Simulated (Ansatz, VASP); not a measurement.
Re in VASP and in Ansatz

```xyz
1
Lattice="-1.4011 1.4011 1.4011 1.4011 -1.4011 1.4011 1.4011 1.4011 -1.4011" Properties=species:S:1:pos:R:3 pbc="T T T"
Re    0.0000    0.0000    0.0000
```

Change from the starting cell: volume scaled by 0.76, LAPW.

Alike in both runs: task single point; functional LDA; k mesh 19 × 19 × 19; occupations fermi-dirac, width 0.1 eV; no spin polarisation.

|  | VASP | Ansatz |
| --- | --- | --- |
| version | VASP 6.6.1 | Ansatz 0.2.0 |
| potentials or method | VASP PAW LDA potentials, release 64 (Re), cutoff 520 eV | all-electron LAPW, scalar-relativistic |

|  | VASP | Ansatz | Ansatz less VASP |
| --- | --- | --- | --- |
| pressure (GPa) | 205.0 | 195.6 | -9.46 |

LDA's correlation is that of Perdew and Zunger in VASP and of Perdew and Wang (1992) in Ansatz. Both programs put the cell under a high pressure, so it lies far from rest at this level. Ansatz ran all-electron here, and VASP with PAW potentials.

Spin-orbit coupling is off throughout. Noted on VASP's run: the cell as given lies far from equilibrium.
